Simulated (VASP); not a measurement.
K: single point with PBE

Crystal: K.

```xyz
2
Lattice="0.0000 3.6825 3.6825 3.6825 0.0000 3.6825 3.6825 3.6825 0.0000" Properties=species:S:1:pos:R:3 pbc="T T T"
K    -0.9206   -0.9206   -0.9206
K     0.9206    0.9206    0.9206
```

This isn't the form of K at room conditions, which is bcc.

```yaml
Program: VASP 6.6.1
Task: single point
Functional: PBE
Potentials_or_basis: VASP PAW PBE potentials, release 64 (K_sv)
Cutoff: 520 eV
k_mesh: 8 × 8 × 8
Occupations: fermi-dirac, width 0.1 eV
Spin: no spin polarisation
Dipole_correction: no
k_mesh_for_the_DOS: 12 × 12 × 12
Occupations_for_the_DOS: tetrahedron
Further_INCAR_settings: ALGO = Normal; EDIFF = 1e-06
```

```
Valence electrons inside the program's atomic spheres : K 7.57
```

Levels at points of the mesh, in eV from the Fermi level:
```
           k point  band 6  band 7  band 8  band 9  band 10  band 11  band 12  band 13
(0.00, 0.00, 0.00)  -16.18  -16.18  -16.18   -2.63     2.58     2.58     2.91     2.91
(0.50, 0.00, 0.00)  -16.17  -16.11  -16.11   -0.41    -0.38     2.02     2.02     3.39
(0.50, 0.50, 0.00)  -16.43  -16.04  -16.04    0.02     0.02     1.89     1.89     3.15
```

It took 2 min on 1 thread of Intel(R) Xeon(R) 6975P-C (Granite Rapids), with other jobs on the host, peak memory 0.25 GiB.
